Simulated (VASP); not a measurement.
# GaGe (F-43m) in VASP: further runs

The runs below take GaGe through single point, with PBE, PBEsol+U, PBEsol, revPBE.

Everything below comes from runs of VASP 6.6.1. Logs are shortened: lines on timing, memory, paths and dates and some standing lists are left out, and cuts for length are marked.

## (1) The cell of the first run

It takes space group F-43m (No. 216, cubic). Conventional cell: a = 5.796 Å, b = 5.796 Å, c = 5.796 Å, α = 90.00°, β = 90.00°, γ = 90.00°. Ga (site symmetry -43m) has 4 Ge at 2.51 Å within 3.3 Å. Ge (site symmetry -43m) has 4 Ga at 2.51 Å within 3.3 Å.

## (2) Single point, PBE

The input, INCAR:

```
SYSTEM = GaGe
PREC = Accurate
ENCUT = 520
EDIFF = 1E-6
ISMEAR = 0
SIGMA = 0.1
LREAL = .False.
LASPH = .True.
NELM = 80
ALGO = Normal
ISIF = 2
LWAVE = .False.
LCHARG = .False.
GGA = PE
NBANDS = 20
```

The input, KPOINTS:

```
Automatic mesh
0
Gamma
  4 4 4
  0 0 0
```

The input, POSCAR:

```
GaGe
1.0
    0.0000000000      2.8978440000      2.8978440000
    2.8978440000      0.0000000000      2.8978440000
    2.8978440000      2.8978440000      0.0000000000
Ga Ge
1 1
Direct
    0.7500000000      0.7500000000      0.7500000000
    0.0000000000      0.0000000000      0.0000000000
```

Potentials or basis: VASP PAW PBE potentials, release 64 (Ga_d, Ge_d).

Command:

```bash
> cat potpaw_PBE.64/Ga_d/POTCAR potpaw_PBE.64/Ge_d/POTCAR > POTCAR
> mpirun -np 1 vasp_std > vasp.out
```

OUTCAR:

```text
SYSTEM = GaGe
   PREC = Accurate
   ENCUT = 520
   EDIFF = 1E-6
   ISMEAR = 0
   LREAL = .False.
   LASPH = .True.
   NELM = 80
   ISIF = 2
   GGA = PE

 ion  position               nearest neighbor table
   1  0.750  0.750  0.750-   2 2.51   2 2.51   2 2.51   2 2.51
   2  0.000  0.000  0.000-   1 2.51   1 2.51   1 2.51   1 2.51

  LATTYP: Found a face centered cubic cell.
 ALAT       =     5.7956880000

  Lattice vectors:

 A1 = (   0.0000000000,   2.8978440000,   2.8978440000)
 A2 = (   2.8978440000,   0.0000000000,   2.8978440000)
 A3 = (   2.8978440000,   2.8978440000,   0.0000000000)

Analysis of symmetry for initial positions (statically):
=====================================================================
 Subroutine PRICEL returns:
 Original cell was already a primitive cell.

 Routine SETGRP: Setting up the symmetry group for a
 face centered cubic supercell.

 Subroutine GETGRP returns: Found 24 space group operations
 (whereof 24 operations were pure point group operations)
 out of a pool of 48 trial point group operations.

The static configuration has the point symmetry T_d .

Analysis of symmetry for dynamics (positions and initial velocities):
=====================================================================
 Subroutine PRICEL returns:
 Original cell was already a primitive cell.

 Routine SETGRP: Setting up the symmetry group for a
 face centered cubic supercell.

 Subroutine GETGRP returns: Found 24 space group operations
 (whereof 24 operations were pure point group operations)
 out of a pool of 48 trial point group operations.

The dynamic configuration has the point symmetry T_d .

 Subroutine INISYM returns: Found 24 space group operations
 (whereof 24 operations are pure point group operations),
 and found     1 'primitive' translations

----------------------------------------------------------------------------------------

                                     Primitive cell

  volume of cell :      48.6693

  direct lattice vectors                    reciprocal lattice vectors
     0.000000000  2.897844000  2.897844000    -0.172542069  0.172542069  0.172542069
     2.897844000  0.000000000  2.897844000     0.172542069 -0.172542069  0.172542069
     2.897844000  2.897844000  0.000000000     0.172542069  0.172542069 -0.172542069

  length of vectors
     4.098170286  4.098170286  4.098170286     0.298851630  0.298851630  0.298851630

  position of ions in fractional coordinates (direct lattice)
     0.750000000  0.750000000  0.750000000
     0.000000000  0.000000000  0.000000000

  ion indices of the primitive-cell ions
   primitive index   ion index
                 1           1
                 2           2

----------------------------------------------------------------------------------------

 KPOINTS: Automatic mesh

Automatic generation of k-mesh.
 Grid dimensions read from file:
 generate k-points for:    4    4    4

 Generating k-lattice:

  Cartesian coordinates                     Fractional coordinates (reciprocal lattice)
    -0.043135517  0.043135517  0.043135517     0.250000000  0.000000000  0.000000000
     0.043135517 -0.043135517  0.043135517     0.000000000  0.250000000  0.000000000
     0.043135517  0.043135517 -0.043135517     0.000000000  0.000000000  0.250000000

  Length of vectors
     0.074712908  0.074712908  0.074712908

  Shift w.r.t. Gamma in fractional coordinates (k-lattice)
     0.000000000  0.000000000  0.000000000

 Subroutine IBZKPT returns following result:
 ===========================================

 Found      8 irreducible k-points:

 Following reciprocal coordinates:
            Coordinates               Weight
  0.000000  0.000000  0.000000      1.000000
  0.250000  0.000000  0.000000      8.000000
  0.500000  0.000000  0.000000      4.000000
  0.250000  0.250000  0.000000      6.000000
  0.500000  0.250000  0.000000     24.000000
 -0.250000  0.250000  0.000000     12.000000
  0.500000  0.500000  0.000000      3.000000
 -0.250000  0.500000  0.250000      6.000000
   k-points           NKPTS =      8   k-points in BZ     NKDIM =      8   number of bands    NBANDS=     20
   number of dos      NEDOS =    301   number of ions     NIONS =      2
   total plane-waves  NPLWV =  27000
   dimension x,y,z NGX =    30 NGY =   30 NGZ =   30
   dimension x,y,z NGXF=    60 NGYF=   60 NGZF=   60
   ions per type =               1   1
   NGX,Y,Z   is equivalent  to a cutoff of  12.17, 12.17, 12.17 a.u.
   NGXF,Y,Z  is equivalent  to a cutoff of  24.34, 24.34, 24.34 a.u.
 SYSTEM =  GaGe
   PREC   = accura    normal or accurate (medium, high low for compatibility)
   ISTART =      0    job   : 0-new  1-cont  2-samecut
   ICHARG =      2    charge: 1-file 2-atom 10-const
   ISPIN  =      1    spin polarized calculation?
   LNONCOLLINEAR =      F non collinear calculations
   LSORBIT =      F    spin-orbit coupling
   LASPH  =      T    aspherical Exc in radial PAW
   ENCUT  =  520.0 eV  38.22 Ry    6.18 a.u.   7.62  7.62  7.62*2*pi/ulx,y,z
   NELM   =     80;   NELMIN=  2; NELMDL= -5     # of ELM steps
   EDIFF  = 0.1E-05   stopping-criterion for ELM
   LREAL  =      F    real-space projection
   EDIFFG = 0.1E-04   stopping-criterion for IOM
   NSW    =      0    number of steps for IOM
   IBRION =     -1    ionic relax: 0-MD 1-quasi-New 2-CG
   NFREE  =      0    steps in history (QN), initial steepest desc. (CG)
   ISIF   =      2    stress and relaxation
   ISYM   =      2    0-nonsym 1-usesym 2-fastsym
   POTIM  = 0.5000    time-step for ionic-motion
   TEBEG  =    0.0;   TEEND  =   0.0 temperature during run
   PSTRESS=    0.0 pullay stress
   NELECT =      27.0000    total number of electrons
   NUPDOWN=      -1.0000    fix difference up-down
   EMIN   =  10.00;   EMAX   =-10.00  energy-range for DOS
   EFERMI =   0.00;   METHOD = LEGACY
   ISMEAR =     0;   SIGMA  =   0.10  broadening in eV -4-tet -1-fermi 0-gaus
   EFERMI_NEDOS =   21; number of points for ismear=-14 and -15
   IALGO  =     38    algorithm
   IMIX   =      4    mixing-type and parameters
     AMIX     =   0.40;   BMIX     =  1.00
     AMIX_MAG =   1.60;   BMIX_MAG =  1.00
  volume/ion in A,a.u.               =      24.33       164.22
  Fermi-wavevector in a.u.,A,eV,Ry     =   1.345172  2.542006 24.619567  1.809487
  Thomas-Fermi vector in A             =   2.473106
   LORBIT       =      0    0 simple, 1 ext, 2 COOP (PROOUT), +10 PAW based schemes
   GGA     = PE    functional components
   LHFCALC =     F    Hartree Fock is set to
   AEXX    =    0.0000 exact exchange contribution
   IVDW    =     0    specifies the selected vdW correction
   LEPSILON=     F    determine dielectric tensor
   LRPA    =     F    only Hartree local field effects (RPA)
 non-spin polarized calculation
 Gauss-broadening in eV      SIGMA  =   0.10
  energy-cutoff  :      520.00
  volume of cell :       48.67
 maximum number of plane-waves:      1363
   NGX = 15   NGY = 15   NGZ = 15

 number of electron      26.9999991 magnetization

 Free energy of the ion-electron system (eV)
  ---------------------------------------------------
  ext. energy  EPLUGINS =         0.00000000
  ---------------------------------------------------
  free energy    TOTEN  =        -7.09661606 eV

  energy without entropy =       -7.08317016  energy(sigma->0) =       -7.08989311

 E-fermi :   3.3705     XC(G=0):  -9.5363

 val. band max:        3.3664480373   @ k =  -0.2500   0.2500   0.0000
 cond. band min:       3.4650591147   @ k =   0.5000   0.0000   0.0000
 fundamental gap:      0.0986110774
 Fermi energy:         3.3705154079

 k-point     1 :       0.0000    0.0000    0.0000
  band No.  band energies     occupation
      1     -20.8518      2.00000
      2     -20.8518      2.00000
      3     -20.8518      2.00000
      4     -20.8324      2.00000
      5     -20.8324      2.00000
      6     -11.2870      2.00000
[... 12 lines left out ...]
     19      10.8029      0.00000
     20      13.8271      0.00000

 k-point     2 :       0.2500    0.0000    0.0000
  band No.  band energies     occupation
      1     -20.8517      2.00000
      2     -20.8504      2.00000
      3     -20.8504      2.00000
      4     -20.8320      2.00000
      5     -20.8320      2.00000
      6     -11.3003      2.00000
[... 12 lines left out ...]
     19      12.2436      0.00000
     20      12.6369      0.00000

 k-point     3 :       0.5000    0.0000    0.0000
  band No.  band energies     occupation
      1     -20.8516      2.00000
      2     -20.8493      2.00000
      3     -20.8493      2.00000
      4     -20.8315      2.00000
      5     -20.8315      2.00000
      6     -11.3136      2.00000
[... 12 lines left out ...]
     19      14.5381      0.00000
     20      15.4610      0.00000

 k-point     4 :       0.2500    0.2500    0.0000
  band No.  band energies     occupation
      1     -20.8534      2.00000
      2     -20.8490      2.00000
      3     -20.8490      2.00000
      4     -20.8333      2.00000
      5     -20.8307      2.00000
      6     -11.3126      2.00000
[... 12 lines left out ...]
     19      11.4798      0.00000
     20      14.5335      0.00000

 k-point     5 :       0.5000    0.2500    0.0000
  band No.  band energies     occupation
      1     -20.8527      2.00000
      2     -20.8484      2.00000
      3     -20.8477      2.00000
      4     -20.8329      2.00000
      5     -20.8303      2.00000
      6     -11.3217      2.00000
[... 12 lines left out ...]
     19      14.2952      0.00000
     20      15.6336      0.00000

 k-point     6 :      -0.2500    0.2500    0.0000
  band No.  band energies     occupation
      1     -20.8510      2.00000
      2     -20.8497      2.00000
      3     -20.8490      2.00000
      4     -20.8317      2.00000
      5     -20.8316      2.00000
      6     -11.3130      2.00000
[... 12 lines left out ...]
     19      12.0065      0.00000
     20      13.8950      0.00000

 k-point     7 :       0.5000    0.5000    0.0000
  band No.  band energies     occupation
      1     -20.8551      2.00000
      2     -20.8462      2.00000
      3     -20.8462      2.00000
      4     -20.8343      2.00000
      5     -20.8290      2.00000
      6     -11.3352      2.00000
[... 12 lines left out ...]
     19      15.3402      0.00000
     20      16.5710      0.00000

 k-point     8 :      -0.2500    0.5000    0.2500
  band No.  band energies     occupation
      1     -20.8515      2.00000
      2     -20.8499      2.00000
      3     -20.8462      2.00000
      4     -20.8329      2.00000
      5     -20.8303      2.00000
      6     -11.3240      2.00000
[... 12 lines left out ...]
     19      15.1751      0.00000
     20      15.7964      0.00000

------------------------ aborting loop because EDIFF is reached ----------------------------------------

  FORCE on cell =-STRESS in cart. coord.  units (eV):
  Direction    XX          YY          ZZ          XY          YZ          ZX
  --------------------------------------------------------------------------------------
  -------------------------------------------------------------------------------------
  Total       -0.1073064     -0.1073064     -0.1073064     -0.0000000     -0.0000000      0.0000000
  in kB       -3.5324919     -3.5324919     -3.5324919     -0.0000000     -0.0000000      0.0000000
  external PRESSURE =      -3.5324919 kB  Pullay stress =       0.0000000 kB

 VOLUME and BASIS-vectors are now :
 -----------------------------------------------------------------------------
  energy-cutoff  :      520.00
  volume of cell :       48.67
      direct lattice vectors                 reciprocal lattice vectors
     0.000000000  2.897844000  2.897844000    -0.172542069  0.172542069  0.172542069
     2.897844000  0.000000000  2.897844000     0.172542069 -0.172542069  0.172542069
     2.897844000  2.897844000  0.000000000     0.172542069  0.172542069 -0.172542069

 POSITION                                       TOTAL-FORCE (eV/Angst)
 -----------------------------------------------------------------------------------
      4.34677      4.34677      4.34677         0.000000      0.000000      0.000000
      0.00000      0.00000      0.00000        -0.000000     -0.000000     -0.000000
 -----------------------------------------------------------------------------------
    total drift:                                0.000000      0.000000      0.000000

  FREE ENERGIE OF THE ION-ELECTRON SYSTEM (eV)
  ---------------------------------------------------
  free  energy   TOTEN  =        -7.0966160606 eV

  energy  without entropy=       -7.0831701631  energy(sigma->0) =       -7.08989311
```

Wall time 19 s (1 thread of Intel Xeon 8259CL, shared host); peak memory 0.16 GiB.

What came out:

| Property | Result |
| --- | --- |
| Free energy | -7.0966 eV |
| Pressure | -0.4 GPa |

Caveat: the k points lie up to 0.47 Å⁻¹ apart.

(Continued in part 2 of 2.)
